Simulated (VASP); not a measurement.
Here is a VASP 6.6.1 calculation.

Contents of INCAR:

```
SYSTEM = Ni5O4
PREC     = Accurate       ! precision mode
ENCUT    = 520            ! plane-wave cutoff, eV
EDIFF    = 1E-6           ! SCF threshold, eV
ISMEAR   = 0              ! smearing method
SIGMA    = 0.1            ! smearing width, eV
LREAL    = .FALSE.        ! projectors in reciprocal space
LASPH    = .TRUE.         ! aspherical terms in the spheres
NELM     = 200            ! most SCF steps
ALGO     = Normal         ! electronic algorithm
ISIF     = 2              ! what is computed and relaxed
LWAVE    = .FALSE.        ! write WAVECAR
LCHARG   = .FALSE.        ! write CHGCAR
ISPIN    = 2              ! spin polarisation
MAGMOM   = 1.14 1.14 1.14 1.14 1.14 0.2 0.2 0.2 0.2 ! initial moments
LORBIT   = 11             ! projections on sites
LMAXMIX  = 4              ! l up to which the mixer works
LDIPOL   = .TRUE.       
IDIPOL   = 3            
DIPOL    = 0.5 0.5 0.500
GGA      = PS             ! functional
NBANDS   = 71             ! bands
GGA_COMPAT= .FALSE.      
NELMDL   = -8
```

Contents of KPOINTS:

```
Automatic mesh
0
G
  1 1 1
  0 0 0
```

POSCAR

```
Ni5O4
1.0
    2.9105323198      0.0000000000      0.0000000000
   -1.4552661599      2.5205949274      0.0000000000
    0.0000000000      0.0000000000     24.5057587511
Ni O
5 4
Direct
    0.6666666667      0.3333333333      0.3060505115
    0.3333333333      0.6666666667      0.4030252557
    0.0000000000      0.0000000000      0.5000000000
    0.6666666667      0.3333333333      0.5969747443
    0.3333333333      0.6666666667      0.6939494885
    0.0000000000      0.0000000000      0.3545378836
    0.6666666667      0.3333333333      0.4515126279
    0.3333333333      0.6666666667      0.5484873721
    0.0000000000      0.0000000000      0.6454621164
```

Potentials or basis: VASP PAW PBE potentials, release 64 (Ni_sv_GW, O).

Run with:

```bash
$ cat potpaw_PBE.64/Ni_sv_GW/POTCAR potpaw_PBE.64/O/POTCAR > POTCAR
$ mpirun -np 1 vasp_gam > vasp.out
```

**Question.** Predict the largest force.

**Answer.** 1.094 eV/Å.

**Question.** Estimate the site moments.

**Answer.** Ni +1.36, -0.72, +0.76 (each value once); O +0.25, +0.04 (each value once) μB.

**Question.** Estimate the net moment.

**Answer.** 4.00 μB per cell.

Forces in eV/Å, atoms in the order of the input:
```
Ni   0.000  0.000 -0.421
Ni   0.000  0.000 -0.240
Ni   0.000  0.000  0.000
Ni   0.000  0.000  0.240
Ni   0.000  0.000  0.421
O    0.000  0.000  1.094
O    0.000  0.000  0.176
O    0.000  0.000 -0.176
O    0.000  0.000 -1.094
```

Caveat: the k points lie up to 2.49 Å⁻¹ apart, too coarse for converged energies, forces and pressures; the PAW data sets were made with another functional, which shifts forces and pressure a little.
